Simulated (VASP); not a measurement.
# Ge: single point with PBE

Crystal: Ge.

```
Ge
1.0
     0.00000    2.77102    2.77102
     2.77102    0.00000    2.77102
     2.77102    2.77102    0.00000
Ge
2
Cartesian
  2.7710 2.7710 2.7710
  4.1565 4.1565 4.1565
```

This cell differs from its parent crystal: volume scaled by 0.94.

```json
{
 "Program": "VASP 6.6.1",
 "Task": "single point",
 "Functional": "PBE",
 "Potentials or basis": "VASP PAW PBE potentials, release 64 (Ge_d)",
 "Cutoff": "520 eV",
 "k mesh": "10 × 10 × 10",
 "Occupations": "fermi-dirac, width 0.05 eV",
 "Spin": "no spin polarisation"
}
```

```yaml
Pressure: 9.0 GPa
Band_gap_on_the_k_mesh: 0.38 eV, indirect (least direct gap 0.62 eV)
```

Levels at points of the mesh, in eV from the valence-band top:
```
           k point  band 12  band 13  band 14  band 15  band 16  band 17
(0.00, 0.00, 0.00)     0.00     0.00     0.00     0.62     2.58     2.58
(0.50, 0.00, 0.00)    -7.90    -1.50    -1.50     0.38     3.78     3.78
(0.50, 0.50, 0.00)    -9.13    -3.30    -3.30     0.67     0.67    10.04
```

It took 17 s on 1 thread of Intel(R) Xeon(R) 6975P-C (Granite Rapids), on a shared host, peak memory 0.18 GiB.

 A k mesh can miss the band edges.
